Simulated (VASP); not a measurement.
Ru:

```xyz
2
Lattice="2.7058 0.0000 0.0000 -1.3529 2.3433 0.0000 0.0000 0.0000 4.2819" Properties=species:S:1:pos:R:3 pbc="T T T"
Ru    0.0000    1.5622    1.0705
Ru    1.3529    0.7811    3.2114
```

| Quantity | Value |
| --- | --- |
| Program | VASP 6.6.1 |
| Task | relaxation of cell and atoms |
| Functional | PBE |
| Potentials or basis | VASP PAW PBE potentials, release 64 (Ru_pv) |
| Cutoff | 600 eV |
| k mesh | 18 × 18 × 10 |
| Occupations | gaussian, width 0.1 eV |
| Spin | no spin polarisation |

At the start: pressure 4.3 GPa; volume 13.57 Å³/atom.

Q: Where does the relaxation end?

A: Over 11 steps the energy falls by 2.5 meV/atom and the volume is 13.76 Å³/atom (+1.4 %); space group P6_3/mmc (No. 194, to 0.1 Å) before and after.

Step by step:
```csv
step,energy change (eV),largest force (eV/Å),pressure (GPa),volume (Å³)
1,0.0000,0.0000,4.35,27.15
2,0.0353,0.0000,-11.14,28.62
3,-0.0049,0.0000,-0.03,27.52
4,-0.0049,0.0000,0.04,27.51
5,-0.0049,0.0000,0.05,27.51
6,-0.0050,0.0000,0.03,27.51
7,-0.0050,0.0000,0.04,27.51
8,-0.0049,0.0000,0.03,27.51
9,-0.0049,0.0000,0.05,27.51
10,-0.0050,0.0000,0.05,27.51
11,-0.0049,0.0000,0.01,27.53
```

Final structure:
```
Ru
1.0
     2.71985    0.00000    0.00000
    -1.35992    2.35546    0.00000
     0.00000    0.00000    4.29650
Ru
2
Direct
  0.33333 0.66667 0.25000
  0.66667 0.33333 0.75000
```
